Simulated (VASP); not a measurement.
# Zn3As in VASP: further runs

Runs on Zn3As. Level: PBE. Tasks: relaxation of cell and atoms, single point.

All numbers are computed with VASP 6.6.1; they aren't measurements. Logs are shortened: lines on timing, memory, paths and dates and some standing lists are left out, and cuts for length are marked.

## Step 1: The cell of the first run

It takes space group P4/mmm (No. 123, tetragonal). Conventional cell: a = 3.934 Å, b = 3.934 Å, c = 3.893 Å, α = 90.00°, β = 90.00°, γ = 90.00°. Within 3.6 Å of Zn (site symmetry mmm) lie 8 Zn at 2.77 to 2.78 Å and 4 As at 2.77 Å. Within 3.6 Å of Zn (site symmetry 4/mmm) lie 8 Zn at 2.77 Å and 4 As at 2.78 Å. As (site symmetry 4/mmm) has 12 Zn at 2.77 to 2.78 Å within 3.6 Å.

## Step 2: Relaxation of cell and atoms, PBE

The input, INCAR:

```
PREC     = Accurate       # precision mode
ENCUT    = 600            # plane-wave cutoff, eV
EDIFF    = 1E-6           # SCF threshold, eV
ISMEAR   = 0              # smearing method
SIGMA    = 0.1            # smearing width, eV
LREAL    = False          # projectors in reciprocal space
LASPH    = True           # aspherical terms in the spheres
NELM     = 60             # most SCF steps
ALGO     = Normal         # electronic algorithm
ISIF     = 3              # what is computed and relaxed
LWAVE    = False          # write WAVECAR
LCHARG   = False          # write CHGCAR
GGA      = PE             # functional
IBRION   = 2              # ionic algorithm
NSW      = 90             # ionic steps
EDIFFG   = -0.04          # ionic threshold
```

The input, KPOINTS:

```
regular mesh
0
Gamma
  4 4 4
```

The input, POSCAR:

```
Zn3As
1.0
    3.9337694604      0.0000000000      0.0000000000
    0.0000000000      3.9337694604      0.0000000000
    0.0000000000      0.0000000000      3.8933358008
Zn As
3 1
Direct
    0.0000000000      0.5000000000      0.5000000000
    0.5000000000      0.0000000000      0.5000000000
    0.5000000000      0.5000000000      0.0000000000
    0.0000000000      0.0000000000      0.0000000000
```

Potentials or basis: VASP PAW PBE potentials, release 64 (Zn, As).

Launch:

```bash
$ cat potpaw_PBE.64/Zn/POTCAR potpaw_PBE.64/As/POTCAR > POTCAR
$ mpirun -np 1 vasp_std > vasp.out
```

OUTCAR:

```text
PREC = Accurate
   ENCUT = 600
   EDIFF = 1E-6
   ISMEAR = 0
   LREAL = False
   LASPH = True
   NELM = 60
   ISIF = 3
   GGA = PE
   IBRION = 2
   NSW = 90
   EDIFFG = -0.04

 ion  position               nearest neighbor table
   1  0.000  0.500  0.500-   3 2.77   4 2.77   3 2.77   4 2.77   4 2.77   4 2.77   3 2.77   3 2.77
                             2 2.78   2 2.78   2 2.78   2 2.78
   2  0.500  0.000  0.500-   3 2.77   4 2.77   3 2.77   4 2.77   3 2.77   3 2.77   4 2.77   4 2.77
                             1 2.78   1 2.78   1 2.78   1 2.78
   3  0.500  0.500  0.000-   1 2.77   2 2.77   1 2.77   2 2.77   2 2.77   2 2.77   1 2.77   1 2.77
                             4 2.78   4 2.78   4 2.78   4 2.78
   4  0.000  0.000  0.000-   1 2.77   2 2.77   1 2.77   2 2.77   1 2.77   1 2.77   2 2.77   2 2.77
                             3 2.78   3 2.78   3 2.78   3 2.78

  LATTYP: Found a simple tetragonal cell.
 ALAT       =     3.9337694604
 C/A-ratio  =     0.9897213957

  Lattice vectors:

 A1 = (   3.9337694604,   0.0000000000,   0.0000000000)
 A2 = (   0.0000000000,   3.9337694604,   0.0000000000)
 A3 = (   0.0000000000,   0.0000000000,   3.8933358008)

Analysis of symmetry for initial positions (statically):
=====================================================================
 Subroutine PRICEL returns:
 Original cell was already a primitive cell.

 Routine SETGRP: Setting up the symmetry group for a
 simple tetragonal supercell.

 Subroutine GETGRP returns: Found 16 space group operations
 (whereof 16 operations were pure point group operations)
 out of a pool of 16 trial point group operations.

The static configuration has the point symmetry D_4h.

Analysis of symmetry for dynamics (positions and initial velocities):
=====================================================================
 Subroutine PRICEL returns:
 Original cell was already a primitive cell.

 Routine SETGRP: Setting up the symmetry group for a
 simple tetragonal supercell.

 Subroutine GETGRP returns: Found 16 space group operations
 (whereof 16 operations were pure point group operations)
 out of a pool of 16 trial point group operations.

The dynamic configuration has the point symmetry D_4h.

 Subroutine INISYM returns: Found 16 space group operations
 (whereof 16 operations are pure point group operations),
 and found     1 'primitive' translations

----------------------------------------------------------------------------------------

                                     Primitive cell

  volume of cell :      60.2476

  direct lattice vectors                    reciprocal lattice vectors
     3.933769460  0.000000000  0.000000000     0.254209101  0.000000000  0.000000000
     0.000000000  3.933769460  0.000000000     0.000000000  0.254209101  0.000000000
     0.000000000  0.000000000  3.893335801     0.000000000  0.000000000  0.256849152

  length of vectors
     3.933769460  3.933769460  3.893335801     0.254209101  0.254209101  0.256849152

  position of ions in fractional coordinates (direct lattice)
     0.000000000  0.500000000  0.500000000
     0.500000000  0.000000000  0.500000000
     0.500000000  0.500000000  0.000000000
     0.000000000  0.000000000  0.000000000

  ion indices of the primitive-cell ions
   primitive index   ion index
                 1           1
                 2           2
                 3           3
                 4           4

----------------------------------------------------------------------------------------

 KPOINTS: regular mesh

Automatic generation of k-mesh.
 Grid dimensions read from file:
 generate k-points for:    4    4    4

 Generating k-lattice:

  Cartesian coordinates                     Fractional coordinates (reciprocal lattice)
     0.063552275  0.000000000  0.000000000     0.250000000  0.000000000  0.000000000
     0.000000000  0.063552275  0.000000000     0.000000000  0.250000000  0.000000000
     0.000000000  0.000000000  0.064212288     0.000000000  0.000000000  0.250000000

  Length of vectors
     0.063552275  0.063552275  0.064212288

  Shift w.r.t. Gamma in fractional coordinates (k-lattice)
     0.000000000  0.000000000  0.000000000

 Subroutine IBZKPT returns following result:
 ===========================================

 Found     18 irreducible k-points:

 Following reciprocal coordinates:
            Coordinates               Weight
  0.000000  0.000000  0.000000      1.000000
  0.250000  0.000000  0.000000      4.000000
  0.500000  0.000000  0.000000      2.000000
  0.250000  0.250000  0.000000      4.000000
  0.500000  0.250000  0.000000      4.000000
  0.500000  0.500000  0.000000      1.000000
[... 10 lines left out ...]
  0.500000  0.250000  0.500000      4.000000
  0.500000  0.500000  0.500000      1.000000
   k-points           NKPTS =     18   k-points in BZ     NKDIM =     18   number of bands    NBANDS=     24
   number of dos      NEDOS =    301   number of ions     NIONS =      4
   total plane-waves  NPLWV =  32768
   dimension x,y,z NGX =    32 NGY =   32 NGZ =   32
   dimension x,y,z NGXF=    64 NGYF=   64 NGZF=   64
   ions per type =               3   1
   NGX,Y,Z   is equivalent  to a cutoff of  13.52, 13.52, 13.66 a.u.
   NGXF,Y,Z  is equivalent  to a cutoff of  27.05, 27.05, 27.33 a.u.
 SYSTEM =  unknown system
   PREC   = accura    normal or accurate (medium, high low for compatibility)
   ISTART =      0    job   : 0-new  1-cont  2-samecut
   ICHARG =      2    charge: 1-file 2-atom 10-const
   ISPIN  =      1    spin polarized calculation?
   LNONCOLLINEAR =      F non collinear calculations
   LSORBIT =      F    spin-orbit coupling
   LASPH  =      T    aspherical Exc in radial PAW
   ENCUT  =  600.0 eV  44.10 Ry    6.64 a.u.   7.86  7.86  7.78*2*pi/ulx,y,z
   NELM   =     60;   NELMIN=  2; NELMDL= -5     # of ELM steps
   EDIFF  = 0.1E-05   stopping-criterion for ELM
   LREAL  =      F    real-space projection
   EDIFFG = -.4E-01   stopping-criterion for IOM
   NSW    =     90    number of steps for IOM
   IBRION =      2    ionic relax: 0-MD 1-quasi-New 2-CG
   NFREE  =      1    steps in history (QN), initial steepest desc. (CG)
   ISIF   =      3    stress and relaxation
   ISYM   =      2    0-nonsym 1-usesym 2-fastsym
   POTIM  = 0.5000    time-step for ionic-motion
   TEBEG  =    0.0;   TEEND  =   0.0 temperature during run
   PSTRESS=    0.0 pullay stress
   NELECT =      41.0000    total number of electrons
   NUPDOWN=      -1.0000    fix difference up-down
   EMIN   =  10.00;   EMAX   =-10.00  energy-range for DOS
   EFERMI =   0.00;   METHOD = LEGACY
   ISMEAR =     0;   SIGMA  =   0.10  broadening in eV -4-tet -1-fermi 0-gaus
   EFERMI_NEDOS =   21; number of points for ismear=-14 and -15
   IALGO  =     38    algorithm
   IMIX   =      4    mixing-type and parameters
     AMIX     =   0.40;   BMIX     =  1.00
     AMIX_MAG =   1.60;   BMIX_MAG =  1.00
  volume/ion in A,a.u.               =      15.06       101.64
  Fermi-wavevector in a.u.,A,eV,Ry     =   1.439979  2.721166 28.212227  2.073540
  Thomas-Fermi vector in A             =   2.558774
   LORBIT       =      0    0 simple, 1 ext, 2 COOP (PROOUT), +10 PAW based schemes
   GGA     = PE    functional components
   LHFCALC =     F    Hartree Fock is set to
   AEXX    =    0.0000 exact exchange contribution
   IVDW    =     0    specifies the selected vdW correction
   LEPSILON=     F    determine dielectric tensor
   LRPA    =     F    only Hartree local field effects (RPA)
 conjugate gradient relaxation of ions
 non-spin polarized calculation
 Gauss-broadening in eV      SIGMA  =   0.10
  energy-cutoff  :      600.00
  volume of cell :       60.25
 maximum number of plane-waves:      2028
 NGX is ok and might be reduce to    32
   NGX = 15   NGY = 15   NGZ = 15

--------------------------------------- Ionic step        1  -------------------------------------------

 number of electron      40.9999979 magnetization

 Free energy of the ion-electron system (eV)
  ---------------------------------------------------
  ext. energy  EPLUGINS =         0.00000000
  ---------------------------------------------------
  free energy    TOTEN  =        -7.29540788 eV

  energy without entropy =       -7.28241721  energy(sigma->0) =       -7.28891254

------------------------ aborting loop because EDIFF is reached ----------------------------------------

  FORCE on cell =-STRESS in cart. coord.  units (eV):
  Direction    XX          YY          ZZ          XY          YZ          ZX
  --------------------------------------------------------------------------------------
  -------------------------------------------------------------------------------------
  Total        3.7121581      3.7121581      3.8212027      0.0000000      0.0000000     -0.0000000
  in kB       98.7182343     98.7182343    101.6180812      0.0000000      0.0000000     -0.0000000
  external PRESSURE =      99.6848499 kB  Pullay stress =       0.0000000 kB

 VOLUME and BASIS-vectors are now :
 -----------------------------------------------------------------------------
  energy-cutoff  :      600.00
  volume of cell :       60.25
      direct lattice vectors                 reciprocal lattice vectors
     3.933769460  0.000000000  0.000000000     0.254209101  0.000000000  0.000000000
     0.000000000  3.933769460  0.000000000     0.000000000  0.254209101  0.000000000
     0.000000000  0.000000000  3.893335801     0.000000000  0.000000000  0.256849152
[... 39 lines left out ...]
 POSITION                                       TOTAL-FORCE (eV/Angst)
 -----------------------------------------------------------------------------------
      0.00000      2.05494      2.03638         0.000000     -0.000000      0.000000
      2.05494      0.00000      2.03638         0.000000      0.000000      0.000000
      2.05494      2.05494     -0.00000         0.000000     -0.000000      0.000000
      0.00000      0.00000      0.00000         0.000000      0.000000      0.000000
 -----------------------------------------------------------------------------------
    total drift:                                0.000000     -0.000000     -0.000000

  FREE ENERGIE OF THE ION-ELECTRON SYSTEM (eV)
  ---------------------------------------------------
  free  energy   TOTEN  =        -7.4824405511 eV

  energy  without entropy=       -7.4702184647  energy(sigma->0) =       -7.47632951

--------------------------------------- Ionic step        3  -------------------------------------------

 number of electron      41.0000018 magnetization

 Free energy of the ion-electron system (eV)
  ---------------------------------------------------
  ext. energy  EPLUGINS =         0.00000000
  ---------------------------------------------------
  free energy    TOTEN  =        -7.49103488 eV

  energy without entropy =       -7.47841002  energy(sigma->0) =       -7.48472245

 E-fermi :   3.7010     XC(G=0): -11.1223

 val. band max:        3.6993385453   @ k =   0.2500   0.2500   0.0000
 cond. band min:       3.7077065718   @ k =   0.2500   0.0000   0.2500
 fundamental gap:      0.0083680265
 Fermi energy:         3.7009922562

 k-point     1 :       0.0000    0.0000    0.0000
  band No.  band energies     occupation
      1      -8.8355      2.00000
      2      -4.2883      2.00000
      3      -3.9566      2.00000
      4      -3.9566      2.00000
      5      -3.9536      2.00000
      6      -3.8695      2.00000
[... 16 lines left out ...]
     23       8.3857      0.00000
     24       8.3858      0.00000
[... 479 lines left out ...]
 POSITION                                       TOTAL-FORCE (eV/Angst)
 -----------------------------------------------------------------------------------
      0.00000      2.03842      2.01955         0.000000     -0.000000      0.000000
      2.03842      0.00000      2.01955         0.000000     -0.000000      0.000000
      2.03842      2.03842     -0.00000         0.000000     -0.000000      0.000000
      0.00000      0.00000      0.00000         0.000000      0.000000      0.000000
 -----------------------------------------------------------------------------------
    total drift:                                0.000000     -0.000000     -0.000000

  FREE ENERGIE OF THE ION-ELECTRON SYSTEM (eV)
  ---------------------------------------------------
  free  energy   TOTEN  =        -7.4910348827 eV

  energy  without entropy=       -7.4784100249  energy(sigma->0) =       -7.48472245

 reached required accuracy - stopping structural energy minimisation
```

It took 60 s on 1 thread of AMD EPYC 7R43 (Zen 3), shared host; peak memory 0.16 GiB.

What came out:

```
Free energy                            : -7.4910 eV
Relaxed volume                         : 16.78 Å³/atom
Relaxed cell                           : a = 4.077 Å, b = 4.077 Å, c = 4.039 Å, α = 90.00°, β = 90.00°, γ = 90.00°
Space group after relaxing (to 0.05 Å) : Pm-3m (No. 221)
Energy gained by relaxing              : 48.9 meV/atom
Ionic steps                            : 3
Pressure after relaxing                : 0.0 GPa
```

Step by step:
```
step  energy change (eV)  largest force (eV/Å)  pressure (GPa)  volume (Å³)
   1              0.0000                0.0000            9.97        60.25
   2             -0.1870                0.0000           -1.64        68.79
   3             -0.1956                0.0000            0.03        67.13
```

Final structure:
```
Zn As
1.0
     4.07685    0.00000    0.00000
     0.00000    4.07685    0.00000
     0.00000    0.00000    4.03910
Zn As
3 1
Direct
  0.00000 0.50000 0.50000
  0.50000 0.00000 0.50000
  0.50000 0.50000 0.00000
  0.00000 0.00000 0.00000
```

Caveat: the k points lie up to 0.39 Å⁻¹ apart in the final cell.

## Step 3: Single point, PBE

This run uses another cell than the first one, of 16.69 Å³/atom, 1.108 times its volume.

The input, INCAR:

```
SYSTEM = Zn3As
ALGO = Fast ; EDIFF = 1E-6
ENCUT = 520 ; GGA = PE
ISIF = 2 ; ISMEAR = 0
LASPH = .True. ; LCHARG = .False.
LREAL = .False. ; LWAVE = .False.
NBANDS = 28 ; NELM = 100
PREC = Accurate ; SIGMA = 0.1
```

The input, KPOINTS:

```
k-points
0
Gamma
  12 12 12
  0 0 0
```

The input, POSCAR:

```
Zn3As
1.0
    4.0567896868      0.0000000000      0.0000000000
    0.0000000000      4.0567896868      0.0000000000
    0.0000000000      0.0000000000      4.0567896868
Zn As
3 1
Direct
    0.0000000000      0.5000000000      0.5000000000
    0.5000000000      0.0000000000      0.5000000000
    0.5000000000      0.5000000000      0.0000000000
    0.0000000000      0.0000000000      0.0000000000
```

Potentials or basis: VASP PAW PBE potentials, release 64 (Zn, As).

Launch:

```bash
$ cat potpaw_PBE.64/Zn/POTCAR potpaw_PBE.64/As/POTCAR > POTCAR
$ mpirun -np 1 vasp_std > vasp.out
```

Run time: 1.7 min. Hardware: 1 thread of AMD EPYC 7R43 (Zen 3), shared host; peak memory 0.22 GiB.

The run converged. Its results:

| Quantity | Value |
| --- | --- |
| Free energy | -7.5330 eV |
| Pressure | 0.0 GPa |

Levels at points of the mesh, in eV from the Fermi level:
| k point | band 17 | band 18 | band 19 | band 20 | band 21 | band 22 | band 23 | band 24 |
| --- | --- | --- | --- | --- | --- | --- | --- | --- |
| (0.00, 0.00, 0.00) | -4.20 | -3.19 | -3.19 | -3.19 | 0.41 | 0.41 | 4.41 | 4.41 |
| (0.50, 0.00, 0.00) | -6.99 | -2.19 | -1.48 | -1.48 | 1.22 | 1.29 | 1.29 | 2.15 |
| (0.50, 0.50, 0.00) | -5.63 | -5.63 | -5.24 | -0.39 | 1.22 | 2.85 | 2.85 | 3.52 |
| (0.50, 0.50, 0.50) | -4.91 | -4.91 | -4.91 | -2.83 | -2.34 | -2.34 | -2.34 | 8.28 |
